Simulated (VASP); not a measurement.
Write the native input for VASP 6.6.1 that does the following.

```yaml
Task: relaxation of cell and atoms
Functional: PBE
Potentials_or_basis: VASP PAW PBE potentials, release 64 (Rb_sv, N)
Cutoff: 600 eV
k_mesh: 8 × 8 × 6
Occupations: gaussian, width 0.1 eV
Spin: no spin polarisation
Dipole_correction: no
Further_INCAR_settings: ALGO = Normal; EDIFF = 1e-07; IBRION = 2; EDIFFG = -0.01; NSW = 100; ISIF = 3
```

The structure of Rb3N2 lies in POSCAR:

```
Rb3N2
1.0
    5.2242314523      0.0000000000      0.0000000000
    0.0000000000      5.2242314523      0.0000000000
    0.0000000000      0.0000000000      7.6805841044
Rb N
3 2
Direct
    0.0000000000      0.0000000000      0.2843038188
    0.0000000000      0.0000000000      0.7156961812
    0.5000000000      0.5000000000      0.5000000000
    0.0000000000      0.5000000000      0.5000000000
    0.5000000000      0.0000000000      0.5000000000
```

The input as run:

INCAR

```
ALGO = Normal ; EDIFF = 1E-7
EDIFFG = -0.01 ; ENCUT = 600
GGA = PE ; IBRION = 2
ISIF = 3 ; ISMEAR = 0
LASPH = True ; LCHARG = False
LREAL = False ; LWAVE = False
NELM = 100 ; NSW = 100
PREC = Accurate ; SIGMA = 0.1
```

KPOINTS

```
k-points
0
Gamma
  8 8 6
```

Potentials or basis: VASP PAW PBE potentials, release 64 (Rb_sv, N).

Launch:

```console
$ cat potpaw_PBE.64/Rb_sv/POTCAR potpaw_PBE.64/N/POTCAR > POTCAR
$ mpirun -np 1 vasp_std > vasp.out
```

It gave:

```
Relaxed volume                         : 44.98 Å³/atom
Relaxed cell                           : a = 5.163 Å, b = 5.163 Å, c = 8.437 Å, α = 90.00°, β = 90.00°, γ = 90.00°
Space group after relaxing (to 0.05 Å) : P4/mmm (No. 123)
Energy gained by relaxing              : 2.7 meV/atom
Ionic steps                            : 14
Pressure after relaxing                : 0.0 GPa
Largest force after relaxing           : 0.006 eV/Å
```

Wall time 46 min on 1 thread of Intel(R) Xeon(R) Platinum 8488C (Sapphire Rapids), with other jobs on the host, peak memory 0.55 GiB.
